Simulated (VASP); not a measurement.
# Ge2Sb (P6/mmm) in VASP: notebook, part 2 of 2

VASP 6.6.1.

## Step 3: Single point, PBE

This run uses another cell than the first one, of 23.15 Å³/atom.

Contents of INCAR:

```
ALGO = Normal ; EDIFF = 1E-7
ENCUT = 520 ; GGA = PE
ISIF = 2 ; ISMEAR = 0
LASPH = T ; LCHARG = F
LREAL = F ; LWAVE = F
NBANDS = 24 ; NELM = 80
PREC = Accurate ; SIGMA = 0.1
```

Contents of KPOINTS:

```
k-points
0
Gamma
  6 6 4
```

Contents of POSCAR:

```
Ge2Sb
1.0
    3.0819367572     -0.0000000024      0.0000000000
   -1.5409683765      2.6690355258      0.0000000000
    0.0000000000      0.0000000000      8.4422775674
Ge Sb
2 1
Direct
    0.0000000000      0.0000000000      0.6640647297
    0.0000000000      0.0000000000      0.3359352703
    0.0000000000      0.0000000000      0.0000000000
```

Potentials or basis: VASP PAW PBE potentials, release 64 (Ge_d, Sb).

On the command line:

```console
> cat potpaw_PBE.64/Ge_d/POTCAR potpaw_PBE.64/Sb/POTCAR > POTCAR
> mpirun -np 1 vasp_std > vasp.out
```

OUTCAR:

```text
EDIFF = 1E-7
   ENCUT = 520
   GGA = PE
   ISIF = 2
   ISMEAR = 0
   LASPH = T
   LREAL = F
   NELM = 80
   PREC = Accurate

 ion  position               nearest neighbor table
   1  0.000  0.000  0.664-   2 2.77   3 2.84
   2  0.000  0.000  0.336-   1 2.77   3 2.84
   3  0.000  0.000  0.000-   1 2.84   2 2.84

  LATTYP: Found a hexagonal cell.
 ALAT       =     3.0819367572
 C/A-ratio  =     2.7392767057

  Lattice vectors:

 A1 = (   3.0819367572,  -0.0000000024,   0.0000000000)
 A2 = (  -1.5409683765,   2.6690355258,   0.0000000000)
 A3 = (   0.0000000000,   0.0000000000,   8.4422775674)

Analysis of symmetry for initial positions (statically):
=====================================================================
 Subroutine PRICEL returns:
 Original cell was already a primitive cell.

 Routine SETGRP: Setting up the symmetry group for a
 hexagonal supercell.

 Subroutine GETGRP returns: Found 24 space group operations
 (whereof 24 operations were pure point group operations)
 out of a pool of 24 trial point group operations.

The static configuration has the point symmetry D_6h.

Analysis of symmetry for dynamics (positions and initial velocities):
=====================================================================
 Subroutine PRICEL returns:
 Original cell was already a primitive cell.

 Routine SETGRP: Setting up the symmetry group for a
 hexagonal supercell.

 Subroutine GETGRP returns: Found 24 space group operations
 (whereof 24 operations were pure point group operations)
 out of a pool of 24 trial point group operations.

The dynamic configuration has the point symmetry D_6h.

 Subroutine INISYM returns: Found 24 space group operations
 (whereof 24 operations are pure point group operations),
 and found     1 'primitive' translations

----------------------------------------------------------------------------------------

                                     Primitive cell

  volume of cell :      69.4445

  direct lattice vectors                    reciprocal lattice vectors
     3.081936757 -0.000000002  0.000000000     0.324471292  0.187333587  0.000000000
    -1.540968376  2.669035526  0.000000000     0.000000000  0.374667175  0.000000000
     0.000000000  0.000000000  8.442277567     0.000000000  0.000000000  0.118451448

  length of vectors
     3.081936757  3.081936757  8.442277567     0.374667175  0.374667175  0.118451448

  position of ions in fractional coordinates (direct lattice)
     0.000000000  0.000000000  0.664064730
     0.000000000  0.000000000  0.335935270
     0.000000000  0.000000000  0.000000000

  ion indices of the primitive-cell ions
   primitive index   ion index
                 1           1
                 2           2
                 3           3

----------------------------------------------------------------------------------------

 KPOINTS: k-points

Automatic generation of k-mesh.
 Grid dimensions read from file:
 generate k-points for:    6    6    4

 Generating k-lattice:

  Cartesian coordinates                     Fractional coordinates (reciprocal lattice)
     0.054078549  0.031222265  0.000000000     0.166666667  0.000000000  0.000000000
     0.000000000  0.062444529  0.000000000     0.000000000  0.166666667  0.000000000
     0.000000000  0.000000000  0.029612862     0.000000000  0.000000000  0.250000000

  Length of vectors
     0.062444529  0.062444529  0.029612862

  Shift w.r.t. Gamma in fractional coordinates (k-lattice)
     0.000000000  0.000000000  0.000000000

 Subroutine IBZKPT returns following result:
 ===========================================

 Found     21 irreducible k-points:

 Following reciprocal coordinates:
            Coordinates               Weight
  0.000000  0.000000  0.000000      1.000000
  0.166667  0.000000  0.000000      6.000000
  0.333333  0.000000  0.000000      6.000000
  0.500000 -0.000000  0.000000      3.000000
  0.166667  0.166667  0.000000      6.000000
  0.333333  0.166667  0.000000     12.000000
[... 13 lines left out ...]
  0.333333  0.166667  0.500000     12.000000
  0.333333  0.333333  0.500000      2.000000
   k-points           NKPTS =     21   k-points in BZ     NKDIM =     21   number of bands    NBANDS=     24
   number of dos      NEDOS =    301   number of ions     NIONS =      3
   total plane-waves  NPLWV =  36864
   dimension x,y,z NGX =    24 NGY =   24 NGZ =   64
   dimension x,y,z NGXF=    48 NGYF=   48 NGZF=  128
   ions per type =               2   1
   NGX,Y,Z   is equivalent  to a cutoff of  12.95, 12.95, 12.60 a.u.
   NGXF,Y,Z  is equivalent  to a cutoff of  25.89, 25.89, 25.21 a.u.
 SYSTEM =  unknown system
   PREC   = accura    normal or accurate (medium, high low for compatibility)
   ISTART =      0    job   : 0-new  1-cont  2-samecut
   ICHARG =      2    charge: 1-file 2-atom 10-const
   ISPIN  =      1    spin polarized calculation?
   LNONCOLLINEAR =      F non collinear calculations
   LSORBIT =      F    spin-orbit coupling
   LASPH  =      T    aspherical Exc in radial PAW
   ENCUT  =  520.0 eV  38.22 Ry    6.18 a.u.   5.73  5.73 15.70*2*pi/ulx,y,z
   NELM   =     80;   NELMIN=  2; NELMDL= -5     # of ELM steps
   EDIFF  = 0.1E-06   stopping-criterion for ELM
   LREAL  =      F    real-space projection
   EDIFFG = 0.1E-05   stopping-criterion for IOM
   NSW    =      0    number of steps for IOM
   IBRION =     -1    ionic relax: 0-MD 1-quasi-New 2-CG
   NFREE  =      0    steps in history (QN), initial steepest desc. (CG)
   ISIF   =      2    stress and relaxation
   ISYM   =      2    0-nonsym 1-usesym 2-fastsym
   POTIM  = 0.5000    time-step for ionic-motion
   TEBEG  =    0.0;   TEEND  =   0.0 temperature during run
   PSTRESS=    0.0 pullay stress
   NELECT =      33.0000    total number of electrons
   NUPDOWN=      -1.0000    fix difference up-down
   EMIN   =  10.00;   EMAX   =-10.00  energy-range for DOS
   EFERMI =   0.00;   METHOD = LEGACY
   ISMEAR =     0;   SIGMA  =   0.10  broadening in eV -4-tet -1-fermi 0-gaus
   EFERMI_NEDOS =   21; number of points for ismear=-14 and -15
   IALGO  =     38    algorithm
   IMIX   =      4    mixing-type and parameters
     AMIX     =   0.40;   BMIX     =  1.00
     AMIX_MAG =   1.60;   BMIX_MAG =  1.00
  volume/ion in A,a.u.               =      23.15       156.21
  Fermi-wavevector in a.u.,A,eV,Ry     =   1.277518  2.414158 22.205407  1.632051
  Thomas-Fermi vector in A             =   2.410113
   LORBIT       =      0    0 simple, 1 ext, 2 COOP (PROOUT), +10 PAW based schemes
   GGA     = PE    functional components
   LHFCALC =     F    Hartree Fock is set to
   AEXX    =    0.0000 exact exchange contribution
   IVDW    =     0    specifies the selected vdW correction
   LEPSILON=     F    determine dielectric tensor
   LRPA    =     F    only Hartree local field effects (RPA)
 non-spin polarized calculation
 Gauss-broadening in eV      SIGMA  =   0.10
  energy-cutoff  :      520.00
  volume of cell :       69.44
 maximum number of plane-waves:      1882
 NGX is ok and might be reduce to    24
   NGX = 11   NGY = 11   NGZ = 31

 number of electron      32.9999994 magnetization

 Free energy of the ion-electron system (eV)
  ---------------------------------------------------
  ext. energy  EPLUGINS =         0.00000000
  ---------------------------------------------------
  free energy    TOTEN  =       -12.17061837 eV

  energy without entropy =      -12.16197080  energy(sigma->0) =      -12.16629459

 E-fermi :   6.4324     XC(G=0): -10.4483

 val. band max:        6.4016771991   @ k =   0.3333   0.1667   0.5000
 cond. band min:       6.4907064735   @ k =   0.3333   0.0000   0.0000
 fundamental gap:      0.0890292744
 Fermi energy:         6.4323824383

 k-point     1 :       0.0000    0.0000    0.0000
  band No.  band energies     occupation
      1     -18.2067      2.00000
      2     -18.1646      2.00000
      3     -18.1646      2.00000
      4     -18.1609      2.00000
      5     -18.1609      2.00000
      6     -18.1268      2.00000
[... 16 lines left out ...]
     23      15.6336      0.00000
     24      18.0728      0.00000
[... 517 lines left out ...]
      2     -18.1514      2.00000
      3     -18.1514      2.00000
      4     -18.1339      2.00000
      5     -18.1339      2.00000
      6     -18.1308      2.00000
[... 16 lines left out ...]
     23      12.1715      0.00000
     24      12.4167      0.00000

------------------------ aborting loop because EDIFF is reached ----------------------------------------

  FORCE on cell =-STRESS in cart. coord.  units (eV):
  Direction    XX          YY          ZZ          XY          YZ          ZX
  --------------------------------------------------------------------------------------
  -------------------------------------------------------------------------------------
  Total       -0.0539965     -0.0539965      0.1494896     -0.0000000     -0.0000000      0.0000000
  in kB       -1.2457722     -1.2457722      3.4489255     -0.0000000     -0.0000000      0.0000000
  external PRESSURE =       0.3191270 kB  Pullay stress =       0.0000000 kB

 VOLUME and BASIS-vectors are now :
 -----------------------------------------------------------------------------
  energy-cutoff  :      520.00
  volume of cell :       69.44
      direct lattice vectors                 reciprocal lattice vectors
     3.081936757 -0.000000002  0.000000000     0.324471292  0.187333587  0.000000000
    -1.540968376  2.669035526  0.000000000     0.000000000  0.374667175  0.000000000
     0.000000000  0.000000000  8.442277567     0.000000000  0.000000000  0.118451448

 POSITION                                       TOTAL-FORCE (eV/Angst)
 -----------------------------------------------------------------------------------
      0.00000      0.00000      5.60622        -0.000000      0.000000     -0.008537
      0.00000      0.00000      2.83606         0.000000     -0.000000      0.008537
      0.00000      0.00000      0.00000         0.000000      0.000000      0.000000
 -----------------------------------------------------------------------------------
    total drift:                                0.000000      0.000000      0.000000

  FREE ENERGIE OF THE ION-ELECTRON SYSTEM (eV)
  ---------------------------------------------------
  free  energy   TOTEN  =       -12.1706183668 eV

  energy  without entropy=      -12.1619708035  energy(sigma->0) =      -12.16629459
```

OSZICAR:

```text
N       E                     dE             d eps       ncg     rms          rms(c)
DAV:   1     0.239089328212E+03    0.23909E+03   -0.15401E+04  1168   0.301E+03
DAV:   2     0.242687286454E+02   -0.21482E+03   -0.20728E+03  1032   0.669E+02
DAV:   3    -0.107352295173E+02   -0.35004E+02   -0.34643E+02  1168   0.147E+02
DAV:   4    -0.121527972111E+02   -0.14176E+01   -0.14162E+01  1192   0.337E+01
DAV:   5    -0.121845269862E+02   -0.31730E-01   -0.31729E-01  1184   0.577E+00    0.292E+00
DAV:   6    -0.121737637714E+02    0.10763E-01   -0.42898E-02  1344   0.174E+00    0.173E+00
DAV:   7    -0.121725078095E+02    0.12560E-02   -0.29277E-02  1384   0.175E+00    0.378E-01
DAV:   8    -0.121705964077E+02    0.19114E-02   -0.11885E-02  1176   0.522E-01    0.847E-02
DAV:   9    -0.121706423930E+02   -0.45985E-04   -0.20698E-03  1296   0.620E-01    0.496E-02
DAV:  10    -0.121706266186E+02    0.15774E-04   -0.66821E-05  1240   0.998E-02    0.336E-02
DAV:  11    -0.121706187057E+02    0.79129E-05   -0.61876E-05  1456   0.114E-01    0.787E-03
DAV:  12    -0.121706189014E+02   -0.19565E-06   -0.19717E-06  1128   0.102E-02    0.228E-03
DAV:  13    -0.121706184593E+02    0.44207E-06   -0.10553E-07   880   0.340E-03    0.120E-03
DAV:  14    -0.121706183668E+02    0.92549E-07   -0.48894E-08   728   0.315E-03
   1 F= -.12170618E+02 E0= -.12166295E+02  d E =-.864756E-02
```

Run time: 58 s. Hardware: 1 thread of Intel Xeon 8259CL, shared host; peak memory 0.19 GiB.

What came out:

```
Free energy            : -12.1706 eV
Pressure               : 0.0 GPa
Largest force          : 0.009 eV/Å
Band gap on the k mesh : zero (an odd number of electrons rules out a gap without spin polarisation)
```

Forces on the atoms (eV/Å):
```
Ge   0.000  0.000 -0.009
Ge   0.000  0.000  0.009
Sb   0.000  0.000  0.000
```

Caveat: the k points lie up to 0.39 Å⁻¹ apart, too coarse for converged energies and pressures of a metal; spin-orbit coupling is left out, which moves the levels of the heavy elements.

## Step 4: Relaxation of cell and atoms, PBE

Contents of INCAR:

```
SYSTEM = Ge2Sb
  PREC = Accurate
  ENCUT = 600
  EDIFF = 1E-6
  ISMEAR = 0
  SIGMA = 0.1
  LREAL = .False.
  LASPH = .True.
  NELM = 60
  ALGO = Normal
  ISIF = 3
  LWAVE = .False.
  LCHARG = .False.
  GGA = PE
  IBRION = 2
  NSW = 90
  EDIFFG = -0.04
```

Contents of KPOINTS:

```
Automatic mesh
0
Gamma
  6 6 4
  0 0 0
```

Contents of POSCAR:

```
Ge2Sb
1.0
    3.7309549500      0.0000000000      0.0000000000
   -1.8654774700      3.2311017600      0.0000000000
    0.0000000000      0.0000000000      5.5562592400
Ge Sb
2 1
Direct
    0.0000000000      0.0000000000      0.6578728900
    0.0000000000      0.0000000000      0.3421271100
    0.0000000000      0.0000000000      0.0000000000
```

Potentials or basis: VASP PAW PBE potentials, release 64 (Ge_d, Sb).

On the command line:

```console
> cat potpaw_PBE.64/Ge_d/POTCAR potpaw_PBE.64/Sb/POTCAR > POTCAR
> mpirun -np 1 vasp_std > vasp.out
```

OUTCAR:

```text
SYSTEM = Ge2Sb
   PREC = Accurate
   ENCUT = 600
   EDIFF = 1E-6
   ISMEAR = 0
   LREAL = .False.
   LASPH = .True.
   NELM = 60
   ISIF = 3
   GGA = PE
   IBRION = 2
   NSW = 90
   EDIFFG = -0.04

 ion  position               nearest neighbor table
   1  0.000  0.000  0.658-   2 1.75   3 1.90
   2  0.000  0.000  0.342-   1 1.75   3 1.90
   3  0.000  0.000  0.000-   1 1.90   2 1.90

  LATTYP: Found a hexagonal cell.
 ALAT       =     3.7309549500
 C/A-ratio  =     1.4892324658

  Lattice vectors:

 A1 = (   3.7309549500,   0.0000000000,   0.0000000000)
 A2 = (  -1.8654774700,   3.2311017600,   0.0000000000)
 A3 = (   0.0000000000,   0.0000000000,   5.5562592400)

[... 181 lines left out ...]
  -------------------------------------------------------------------------------------
  Total        1.7390478      1.7390478    108.3109131      0.0000000      0.0000000     -0.0000000
  in kB       41.5976649     41.5976647   2590.7747641      0.0000001      0.0000000     -0.0000000
  external PRESSURE =     891.3233646 kB  Pullay stress =       0.0000000 kB
[... 2055 lines left out ...]
     19       5.2634      0.00371
     20       5.2634      0.00371

[... ionic steps 4 to 16 ...]

--------------------------------------- Ionic step       17  -------------------------------------------

 number of electron      33.0000041 magnetization

------------------------ aborting loop because EDIFF is reached ----------------------------------------
[... 69 lines left out ...]
--------------------------------------- Ionic step       19  -------------------------------------------

 number of electron      33.0000021 magnetization

 Free energy of the ion-electron system (eV)
  ---------------------------------------------------
  ext. energy  EPLUGINS =         0.00000000
  ---------------------------------------------------
  free energy    TOTEN  =       -12.14580943 eV

  energy without entropy =      -12.13715547  energy(sigma->0) =      -12.14148245

 E-fermi :   6.4648     XC(G=0): -10.4651

 val. band max:        6.4262500995   @ k =   0.3333   0.1667   0.5000
 cond. band min:       6.5293035183   @ k =   0.3333   0.0000   0.0000
 fundamental gap:      0.1030534188
 Fermi energy:         6.4648493107
[... 511 lines left out ...]
  FREE ENERGIE OF THE ION-ELECTRON SYSTEM (eV)
  ---------------------------------------------------
  free  energy   TOTEN  =       -12.1458094256 eV

  energy  without entropy=      -12.1371554711  energy(sigma->0) =      -12.14148245

 reached required accuracy - stopping structural energy minimisation
```

OSZICAR:

```text
N       E                     dE             d eps       ncg     rms          rms(c)
DAV:   1     0.285751580622E+03    0.28575E+03   -0.17973E+04   872   0.416E+03
DAV:   2     0.441442005648E+02   -0.24161E+03   -0.23412E+03   840   0.731E+02
DAV:   3     0.385772753736E+01   -0.40286E+02   -0.39365E+02   924   0.193E+02
[... 232 lines left out ...]
DAV:   1    -0.121458075968E+02   -0.35743E-03   -0.16137E-01   904   0.328E+00    0.883E-02
DAV:   2    -0.121458831711E+02   -0.75574E-04   -0.23824E-03   948   0.527E-01    0.531E-02
DAV:   3    -0.121458165581E+02    0.66613E-04   -0.18839E-04  1152   0.177E-01    0.183E-02
DAV:   4    -0.121458096578E+02    0.69003E-05   -0.42250E-05  1064   0.538E-02    0.538E-03
DAV:   5    -0.121458094256E+02    0.23218E-06   -0.65202E-06   860   0.372E-02
  19 F= -.12145809E+02 E0= -.12141482E+02  d E =-.360158E-03
```

Run time: 11 min. Hardware: 1 thread of Intel Xeon 8259CL, shared host; peak memory 0.24 GiB.

What came out:

```
Free energy                           : -12.1458 eV
Relaxed volume                        : 23.06 Å³/atom
Relaxed cell                          : a = 3.081 Å, b = 3.081 Å, c = 8.415 Å, α = 90.00°, β = 90.00°, γ = 120.00°
Space group after relaxing (to 0.1 Å) : P6/mmm (No. 191)
Pressure after relaxing               : 0.1 GPa
Largest force after relaxing          : 0.022 eV/Å
```

Forces on the atoms (eV/Å):
```
Ge   0.000  0.000 -0.022
Ge   0.000  0.000  0.022
Sb   0.000  0.000  0.000
```

Final structure:
```xyz
3
Lattice="3.0813 0.0000 0.0000 -1.5407 2.6685 0.0000 0.0000 0.0000 8.4146" Properties=species:S:1:pos:R:3 pbc="T T T"
Ge    0.0000    0.0000    5.5899
Ge    0.0000    0.0000    2.8246
Sb    0.0000    0.0000    0.0000
```

Caveat: the highest band is partly filled, so the run has too few bands; a cell axis changed by over 15 % at a fixed basis, so the end point is rough; spin-orbit coupling is left out, which moves the levels of the heavy elements.

## Step 5: Overview

```csv
task,cell,cutoff (eV),gap on the mesh (eV),pressure (GPa),largest force (eV/Å)
single point,"a = 3.731, b = 3.731, c = 5.556 Å, angles 90.0, 90.0, 120.0°, 3 atoms, atomic positions A",520,none,89.1,1.64
single point,"a = 3.082, b = 3.082, c = 8.442 Å, angles 90.0, 90.0, 120.0°, 3 atoms, atomic positions B",520,none,0.0,0.01
relaxation of cell and atoms,"relaxed from a = 3.731, b = 3.731, c = 5.556 Å, angles 90.0, 90.0, 120.0°, 3 atoms, atomic positions A",600,-,0.1,0.02
```

Alike in all rows: level PBE; potentials or basis VASP PAW PBE potentials, release 64 (Ge_d, Sb); no spin polarisation; k mesh 6 × 6 × 4; smearing gaussian 0.1 eV.

Caveats: some runs use coarse meshes; spin-orbit coupling is left out, which moves the levels of the heavy elements; the cell stands under pressure (at least some runs); forces of over 1 eV/Å act on the atoms, so gaps and moduli don't describe the material at rest (at least some runs); the highest band is partly filled, so the run has too few bands (at least some runs); a cell axis changed by over 15 % at a fixed basis, so the end point is rough (at least some runs).

Total energies depend on the potentials used, so only differences within one code and one set of settings carry meaning.
